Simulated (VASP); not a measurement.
Write the native input for VASP 6.6.1 that does the following.

```yaml
Task: single point
Functional: LDA
Potentials_or_basis: VASP PAW LDA potentials, release 64 (Cs_sv, V_sv, Br)
Cutoff: 520 eV
k_mesh: 3 × 3 × 3
Occupations: gaussian, width 0.05 eV
Spin: collinear spin, antiferromagnetic start
Starting_moments: "[0.0, 0.0, 2.8, -2.8, 0.0, 0.0, 0.0, 0.0, 0.0, 0.0] μB"
Hubbard_terms: V d U = 4.0 eV
Dipole_correction: no
Further_INCAR_settings: ALGO = Normal; EDIFF = 1e-07; NBANDS = 58
```

The structure of CsVBr3 lies in POSCAR:

```
CsVBr3
1.0
    7.5699989100      0.0000000000      0.0000000000
   -3.7849994500      6.5558113600      0.0000000000
    0.0000000000      0.0000000000      6.3199999200
Cs V Br
2 2 6
Direct
    0.3333333333      0.6666666667      0.7500000000
    0.6666666667      0.3333333333      0.2500000000
    0.0000000000      0.0000000000      0.0000000000
    0.0000000000      0.0000000000      0.5000000000
    0.1600000000      0.3200000000      0.2500000000
    0.8400000000      0.1600000000      0.7500000000
    0.6800000000      0.8400000000      0.2500000000
    0.8400000000      0.6800000000      0.7500000000
    0.1600000000      0.8400000000      0.2500000000
    0.3200000000      0.1600000000      0.7500000000
```

These files were run (other wordings do the same):

INCAR

```
SYSTEM = CsVBr3
ALGO = Normal
EDIFF = 1E-7
ENCUT = 520
ISIF = 2
ISMEAR = 0
ISPIN = 2
LASPH = .True.
LCHARG = .False.
LDAU = .True.
LDAUJ = 0 0 0
LDAUL = -1 2 -1
LDAUPRINT = 1
LDAUTYPE = 2
LDAUU = 0 4 0
LMAXMIX = 4
LORBIT = 11
LREAL = .False.
LWAVE = .False.
MAGMOM = 0 0 2.8 -2.8 0 0 0 0 0 0
NBANDS = 58
NELM = 150
PREC = Accurate
SIGMA = 0.05
```

KPOINTS

```
k-points
0
Gamma
  3 3 3
  0 0 0
```

Potentials or basis: VASP PAW LDA potentials, release 64 (Cs_sv, V_sv, Br).

Run with:

```bash
$ cat potpaw_LDA.64/Cs_sv/POTCAR potpaw_LDA.64/V_sv/POTCAR potpaw_LDA.64/Br/POTCAR > POTCAR
$ mpirun -np 1 vasp_std > vasp.out
```

Results of the run:

| Quantity | Value |
| --- | --- |
| Pressure | -1.1 GPa |
| Largest force | 0.062 eV/Å |
| Band gap on the k mesh | 3.34 eV (least direct gap 3.38 eV) |
| Net moment | 0.00 μB per cell |
| Site moments | Cs +0.00; V +2.65, -2.65; Br +0.00 μB |
| Valence electrons inside the program's atomic spheres | Cs 6.53; V 11.35; Br 4.90 |

Caveat: spin-orbit coupling is left out, which moves the levels of the heavy elements; an odd mesh through Γ misses points on the zone boundary, where band edges can lie.

Run time: 7.8 min on 1 thread of Intel Xeon 8259CL, on a shared host, peak memory 0.43 GiB.
